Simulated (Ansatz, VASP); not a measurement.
One calculation of ZrN, two programs

```
Zr N
1.0
     0.00000    2.31698    2.31698
     2.31698    0.00000    2.31698
     2.31698    2.31698    0.00000
Zr N
1 1
Direct
  0.50000 0.50000 0.50000
  0.00000 0.00000 0.00000
```

Alike in both runs: task single point; functional PBE; k mesh 8 × 8 × 8; occupations gaussian, width 0.1 eV; non-collinear spin, spin-orbit coupling.

|  | VASP | Ansatz |
| --- | --- | --- |
| version | VASP 6.6.1 | Ansatz 0.2.0 |
| potentials or method | VASP PAW PBE potentials, release 64 (Zr_sv, N), cutoff 600 eV | plane waves, PAW |
| valence electrons in the cell | 17 | 17 |

```csv
,VASP,Ansatz,Ansatz less VASP
pressure (GPa),-5.7,-5.8,-0.13
net moment per atom (μB),0.00,0.00,0.000
```
